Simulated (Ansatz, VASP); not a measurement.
One calculation of Te, two programs

```
CELL_PARAMETERS angstrom
4.27865 0.00000 0.00000
-2.13932 3.70542 0.00000
0.00000 0.00000 5.92663
ATOMIC_POSITIONS crystal
Te 0.28627 0.00000 0.33333
Te 0.00000 0.28627 0.66667
Te 0.71373 0.71373 0.00000
```

Alike in both runs: functional LDA; k mesh 9 × 9 × 6; occupations fermi-dirac, width 0.05 eV; no spin polarisation.

Ansatz relaxed the structure, and its values are those at the end. VASP's run is a single point on that final structure, the one shown.

|  | VASP | Ansatz |
| --- | --- | --- |
| version | VASP 6.6.1 | Ansatz 0.2.0 |
| potentials or method | VASP PAW LDA potentials, release 64 (Te) | PAW with Ansatz's default frozen-core files, scalar-relativistic |
| plane-wave cutoff (eV) | 520 | 420 |
| valence electrons in the cell | 18 | 48 |

|  | VASP | Ansatz | Ansatz less VASP |
| --- | --- | --- | --- |
| pressure (GPa) | 0.1 | 0.0 | -0.13 |
| rms of the force components (eV/Å) | 0.013 | 0.000 | -0.0131 |

LDA's correlation is that of Perdew and Zunger in VASP and of Perdew and Wang (1992) in Ansatz. VASP's potentials hold 18 valence electrons a cell and Ansatz's 48, so a difference there can come from the potentials and not from the codes.

Neither program's run includes spin-orbit coupling.
